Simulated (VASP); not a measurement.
## SnGe2: single point with PBE

Crystal: SnGe2.

```
CELL_PARAMETERS angstrom
3.23799 0.00000 0.00000
-1.61899 2.80418 0.00000
0.00000 0.00000 7.53912
ATOMIC_POSITIONS crystal
Sn 0.00000 0.00000 0.00000
Ge 0.33333 0.66667 0.63875
Ge 0.66667 0.33333 0.36125
```

```yaml
Program: VASP 6.6.1
Task: single point
Functional: PBE
Potentials_or_basis: VASP PAW PBE potentials, release 64 (Sn_d, Ge_d)
Cutoff: 520 eV
k_mesh: 18 × 18 × 6
Occupations: gaussian, width 0.1 eV
Spin: no spin polarisation
```

The pressure is 0.0 GPa. The largest force is 0.008 eV/Å and the band gap on the k mesh is zero (bands 21 and 22 overlap by 6.65 eV).

Forces on the atoms (eV/Å):
```
Sn   0.000  0.000  0.000
Ge   0.000  0.000  0.008
Ge   0.000  0.000 -0.008
```

Levels at points of the mesh, in eV from the Fermi level:
| k point | band 18 | band 19 | band 20 | band 21 | band 22 | band 23 | band 24 | band 25 |
| --- | --- | --- | --- | --- | --- | --- | --- | --- |
| (0.00, 0.00, 0.00) | -8.81 | -1.09 | -0.71 | 4.74 | 4.74 | 6.17 | 6.17 | 8.27 |
| (0.50, 0.00, 0.00) | -5.22 | -3.99 | -3.75 | -3.17 | 1.48 | 2.55 | 3.39 | 3.55 |
| (0.00, 0.00, 0.50) | -6.79 | -4.59 | 4.02 | 4.71 | 4.71 | 5.42 | 6.37 | 6.37 |
| (0.50, 0.00, 0.50) | -6.08 | -4.91 | -1.94 | -1.46 | 0.23 | 0.53 | 1.68 | 3.29 |

Wall time 3.1 min on 1 thread of Intel(R) Xeon(R) Platinum 8488C (Sapphire Rapids), on a shared host, peak memory 0.44 GiB.

Caveat: spin-orbit coupling is left out, which moves the levels of the heavy elements.
